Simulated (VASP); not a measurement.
# Zn (P-1) in VASP: electric field gradients with PBE

Aim: the electric field gradients of Zn with PBE.

Everything below comes from runs of VASP 6.6.1. Logs are shortened: lines on timing, memory, paths and dates and some standing lists are left out, and cuts for length are marked.

## Step 1: The cell of the first run

The typed cell holds 2 atoms: a = 2.665 Å, b = 2.630 Å, c = 4.948 Å, α = 89.36°, β = 88.27°, γ = 118.70°.

## Step 2: Electric field gradients, PBE (equal xy, yz and zx shear strains of +3 %)

The input, INCAR:

```
PREC = Accurate ; ENCUT = 520
EDIFF = 1E-8 ; ISMEAR = -1
SIGMA = 0.03 ; LREAL = False
LASPH = True ; NELM = 80
ALGO = Normal ; ISIF = 2
LWAVE = False ; LCHARG = False
GGA = PE ; LEFG = True
NBANDS = 19
```

The input, KPOINTS:

```
Automatic mesh
0
Gamma
  18 18 8
```

The input, POSCAR:

```
Zn
1.0
    2.6647980532      0.0399719708      0.0399719708
   -1.2977822844      2.2877968246      0.0146307568
    0.0742005000      0.0742005000      4.9467000000
Zn
2
Direct
    0.3333333333      0.6666666667      0.2500000000
    0.6666666667      0.3333333333      0.7500000000
```

Potentials or basis: VASP PAW PBE potentials, release 64 (Zn).

Started as:

```console
> cat potpaw_PBE.64/Zn/POTCAR > POTCAR
> mpirun -np 1 vasp_std > vasp.out
```

OUTCAR:

```text
PREC = Accurate
   ENCUT = 520
   EDIFF = 1E-8
   ISMEAR = -1
   LREAL = False
   LASPH = True
   NELM = 80
   ISIF = 2
   GGA = PE

 ion  position               nearest neighbor table
   1  0.333  0.667  0.250-   2 2.87   2 2.87   2 2.89   2 2.92   2 2.95   2 2.98
   2  0.667  0.333  0.750-   1 2.87   1 2.87   1 2.89   1 2.92   1 2.95   1 2.98

  LATTYP: Found a triclinic cell.
 ALAT       =     2.7000409506
 B/A-ratio  =     0.9741696453
 C/A-ratio  =     1.8324954965
 COS(alpha) =     0.0112057055
 COS(beta)  =     0.0407400298
 COS(gamma) =     0.5001712246

  Lattice vectors:

 A1 = (   1.3670157688,   2.3277687954,   0.0546027276)
 A2 = (  -1.2977822844,   2.2877968246,   0.0146307568)
 A3 = (   0.0742005000,   0.0742005000,   4.9467000000)

Analysis of symmetry for initial positions (statically):
=====================================================================
 Subroutine PRICEL returns:
 Original cell was already a primitive cell.

 Routine SETGRP: Setting up the symmetry group for a
 triclinic supercell.

 Subroutine GETGRP returns: Found  2 space group operations
 (whereof  2 operations were pure point group operations)
 out of a pool of  2 trial point group operations.

The static configuration has the point symmetry S_2 .

Analysis of symmetry for dynamics (positions and initial velocities):
=====================================================================
 Subroutine PRICEL returns:
 Original cell was already a primitive cell.

 Routine SETGRP: Setting up the symmetry group for a
 triclinic supercell.

 Subroutine GETGRP returns: Found  2 space group operations
 (whereof  2 operations were pure point group operations)
 out of a pool of  2 trial point group operations.

The dynamic configuration has the point symmetry S_2 .

 Subroutine INISYM returns: Found  2 space group operations
 (whereof  2 operations are pure point group operations),
 and found     1 'primitive' translations

----------------------------------------------------------------------------------------

                                     Primitive cell

  volume of cell :      30.4008

  direct lattice vectors                    reciprocal lattice vectors
     2.664798053  0.039971971  0.039971971     0.372226140  0.211206050 -0.008751483
    -1.297782284  2.287796825  0.014630757    -0.006406530  0.433508536 -0.006406530
     0.074200500  0.074200500  4.946700000    -0.002988837 -0.002988837  0.202244637

  length of vectors
     2.665397565  2.630297935  4.947812882     0.428061775  0.433603203  0.202288802

  position of ions in fractional coordinates (direct lattice)
     0.333333333  0.666666667  0.250000000
     0.666666667  0.333333333  0.750000000

  ion indices of the primitive-cell ions
   primitive index   ion index
                 1           1
                 2           2

----------------------------------------------------------------------------------------

 KPOINTS: Automatic mesh

Automatic generation of k-mesh.
 Grid dimensions read from file:
 generate k-points for:   18   18    8

 Generating k-lattice:

  Cartesian coordinates                     Fractional coordinates (reciprocal lattice)
     0.020679230  0.011733669 -0.000486193     0.055555556  0.000000000 -0.000000000
    -0.000355918  0.024083808 -0.000355918    -0.000000000  0.055555556 -0.000000000
    -0.000373605 -0.000373605  0.025280580    -0.000000000 -0.000000000  0.125000000

  Length of vectors
     0.023781210  0.024089067  0.025286100

  Shift w.r.t. Gamma in fractional coordinates (k-lattice)
     0.000000000  0.000000000  0.000000000

 Subroutine IBZKPT returns following result:
 ===========================================

 Found   1300 irreducible k-points:

 Following reciprocal coordinates:
            Coordinates               Weight
  0.000000  0.000000  0.000000      1.000000
  0.055556  0.000000 -0.000000      2.000000
  0.111111  0.000000 -0.000000      2.000000
  0.166667 -0.000000 -0.000000      2.000000
  0.222222  0.000000 -0.000000      2.000000
  0.277778 -0.000000 -0.000000      2.000000
[... 16 lines left out ...]
 -0.333333  0.055556  0.000000      2.000000
 -0.277778  0.055556  0.000000      2.000000
 [... further k-points ...]
   k-points           NKPTS =   1300   k-points in BZ     NKDIM =   1300   number of bands    NBANDS=     19
   number of dos      NEDOS =    301   number of ions     NIONS =      2
   total plane-waves  NPLWV =  16000
   dimension x,y,z NGX =    20 NGY =   20 NGZ =   40
   dimension x,y,z NGXF=    40 NGYF=   40 NGZF=   80
   ions per type =               2
   NGX,Y,Z   is equivalent  to a cutoff of  12.47, 12.64, 13.44 a.u.
   NGXF,Y,Z  is equivalent  to a cutoff of  24.95, 25.28, 26.88 a.u.
 SYSTEM =  unknown system
   PREC   = accura    normal or accurate (medium, high low for compatibility)
   ISTART =      0    job   : 0-new  1-cont  2-samecut
   ICHARG =      2    charge: 1-file 2-atom 10-const
   ISPIN  =      1    spin polarized calculation?
   LNONCOLLINEAR =      F non collinear calculations
   LSORBIT =      F    spin-orbit coupling
   LASPH  =      T    aspherical Exc in radial PAW
   ENCUT  =  520.0 eV  38.22 Ry    6.18 a.u.   4.96  4.89  9.20*2*pi/ulx,y,z
   NELM   =     80;   NELMIN=  2; NELMDL= -5     # of ELM steps
   EDIFF  = 0.1E-07   stopping-criterion for ELM
   LREAL  =      F    real-space projection
   EDIFFG = 0.1E-06   stopping-criterion for IOM
   NSW    =      0    number of steps for IOM
   IBRION =     -1    ionic relax: 0-MD 1-quasi-New 2-CG
   NFREE  =      0    steps in history (QN), initial steepest desc. (CG)
   ISIF   =      2    stress and relaxation
   ISYM   =      2    0-nonsym 1-usesym 2-fastsym
   POTIM  = 0.5000    time-step for ionic-motion
   TEBEG  =    0.0;   TEEND  =   0.0 temperature during run
   PSTRESS=    0.0 pullay stress
   NELECT =      24.0000    total number of electrons
   NUPDOWN=      -1.0000    fix difference up-down
   EMIN   =  10.00;   EMAX   =-10.00  energy-range for DOS
   EFERMI =   0.00;   METHOD = LEGACY
   ISMEAR =    -1;   SIGMA  =   0.03  broadening in eV -4-tet -1-fermi 0-gaus
   EFERMI_NEDOS =   21; number of points for ismear=-14 and -15
   IALGO  =     38    algorithm
   IMIX   =      4    mixing-type and parameters
     AMIX     =   0.40;   BMIX     =  1.00
     AMIX_MAG =   1.60;   BMIX_MAG =  1.00
  volume/ion in A,a.u.               =      15.20       102.58
  Fermi-wavevector in a.u.,A,eV,Ry     =   1.513040  2.859231 31.147682  2.289290
  Thomas-Fermi vector in A             =   2.622884
   LORBIT       =      0    0 simple, 1 ext, 2 COOP (PROOUT), +10 PAW based schemes
   GGA     = PE    functional components
   LHFCALC =     F    Hartree Fock is set to
   AEXX    =    0.0000 exact exchange contribution
   IVDW    =     0    specifies the selected vdW correction
   LEPSILON=     F    determine dielectric tensor
   LRPA    =     F    only Hartree local field effects (RPA)
 non-spin polarized calculation
  energy-cutoff  :      520.00
  volume of cell :       30.40
 maximum number of plane-waves:       839
   NGX =  9   NGY =  9   NGZ = 19

 number of electron      24.0000009 magnetization

 Free energy of the ion-electron system (eV)
  ---------------------------------------------------
  ext. energy  EPLUGINS =         0.00000000
  ---------------------------------------------------
  free energy    TOTEN  =        -2.20894824 eV

  energy without entropy =       -2.20771627  energy(sigma->0) =       -2.20833225

 E-fermi :   3.1669     XC(G=0): -11.5545

 val. band max:        3.1641560870   @ k =  -0.4444  -0.1111   0.3750
 cond. band min:       3.1710440243   @ k =  -0.2222  -0.0000   0.1250
 fundamental gap:      0.0068879373
 Fermi energy:         3.1669098204

 k-point     1 :       0.0000    0.0000    0.0000
  band No.  band energies     occupation
      1      -7.2898      2.00000
      2      -5.4921      2.00000
      3      -4.8027      2.00000
      4      -4.6322      2.00000
      5      -4.5800      2.00000
      6      -4.5050      2.00000
[... 11 lines left out ...]
     18      21.6904      0.00000
     19      22.4968      0.00000
[... 485 lines left out ...]
 k-point    24 :      -0.2778    0.0556    0.0000
  band No.  band energies     occupation
      1      -5.6414      2.00000
      2      -5.1021      2.00000
      3      -4.7138      2.00000
      4      -4.6771      2.00000
      5      -4.6411      2.00000
      6      -4.4091      2.00000
[... 11 lines left out ...]
     18      19.1811      0.00000
     19      20.1024      0.00000

 [... further k-points ...]

------------------------ aborting loop because EDIFF is reached ----------------------------------------

  FORCE on cell =-STRESS in cart. coord.  units (eV):
  Direction    XX          YY          ZZ          XY          YZ          ZX
  --------------------------------------------------------------------------------------
  -------------------------------------------------------------------------------------
  Total       -0.0601434      0.0667394      0.1376402     -0.2037137     -0.1355198     -0.1469293
  in kB       -3.1696692      3.5172915      7.2538985    -10.7360946     -7.1421488     -7.7434507
  external PRESSURE =       2.5338403 kB  Pullay stress =       0.0000000 kB

 VOLUME and BASIS-vectors are now :
 -----------------------------------------------------------------------------
  energy-cutoff  :      520.00
  volume of cell :       30.40
      direct lattice vectors                 reciprocal lattice vectors
     2.664798053  0.039971971  0.039971971     0.372226140  0.211206050 -0.008751483
    -1.297782284  2.287796825  0.014630757    -0.006406530  0.433508536 -0.006406530
     0.074200500  0.074200500  4.946700000    -0.002988837 -0.002988837  0.202244637

 POSITION                                       TOTAL-FORCE (eV/Angst)
 -----------------------------------------------------------------------------------
      0.04163      1.55707      1.25975         0.017522      0.004352      0.000197
      1.39959      0.84490      3.74155        -0.017522     -0.004352     -0.000197
 -----------------------------------------------------------------------------------
    total drift:                                0.000000     -0.000000      0.000000

  FREE ENERGIE OF THE ION-ELECTRON SYSTEM (eV)
  ---------------------------------------------------
  free  energy   TOTEN  =        -2.2089482446 eV

  energy  without entropy=       -2.2077162652  energy(sigma->0) =       -2.20833225

 Electric field gradients (V/A^2)
---------------------------------------------------------------------
 ion       V_xx      V_yy      V_zz      V_xy      V_xz      V_yz
---------------------------------------------------------------------
   1     -16.232   -19.007    35.239     5.097     2.017     1.693
   2     -16.232   -19.007    35.239     5.097     2.017     1.693
---------------------------------------------------------------------

 Electric field gradients after diagonalization (V/A^2)
 (convention: |V_zz| > |V_xx| > |V_yy|)
----------------------------------------------------------------------
 ion       V_xx      V_yy      V_zz     asymmetry (V_yy - V_xx)/ V_zz
----------------------------------------------------------------------
   1     -22.903   -12.482    35.385       0.295
   2     -22.903   -12.482    35.385       0.295
----------------------------------------------------------------------

           NMR quadrupolar parameters

 Cq : quadrupolar parameter    Cq=e*Q*V_zz/h
 eta: asymmetry parameters     (V_yy - V_xx)/ V_zz
 Q  : nuclear electric quadrupole moment in mb (millibarn)
----------------------------------------------------------------------
 ion       Cq(MHz)       eta       Q (mb)
----------------------------------------------------------------------
   1       0.086       0.295       1.000
   2       0.086       0.295       1.000
----------------------------------------------------------------------
```

Run time: 12 min. Hardware: 1 thread of Oxide Virtual Turin-like, shared host; peak memory 0.61 GiB.

Results:

```
Free energy                             : -2.2089 eV
Pressure                                : 0.3 GPa
Largest force                           : 0.018 eV/Å
Band gap on the k mesh                  : zero (bands 12 and 13 overlap by 4.73 eV)
Largest electric field gradient by atom : Zn +35.4 V/Å²
```

Forces in eV/Å, atoms in the order of the input:
```
Zn   0.018  0.004  0.000
Zn  -0.018 -0.004  0.000
```

Stress tensor (GPa, compression positive):
```
-0.32 -1.07 -0.77
-1.07  0.35 -0.71
-0.77 -0.71  0.73
```

Electric field gradients, principal values (V/Å²):
| atom | least | middle | greatest (by size) |
| --- | --- | --- | --- |
| 1 Zn | -12.482 | -22.903 | 35.385 |
| 2 Zn | -12.482 | -22.903 | 35.385 |

Caveat: the cell differs from its parent crystal (equal xy, yz and zx shear strains of +3 %); without QUAD_EFG the Cq values of the log hold for a quadrupole moment of 1 mb, not for the nuclei.
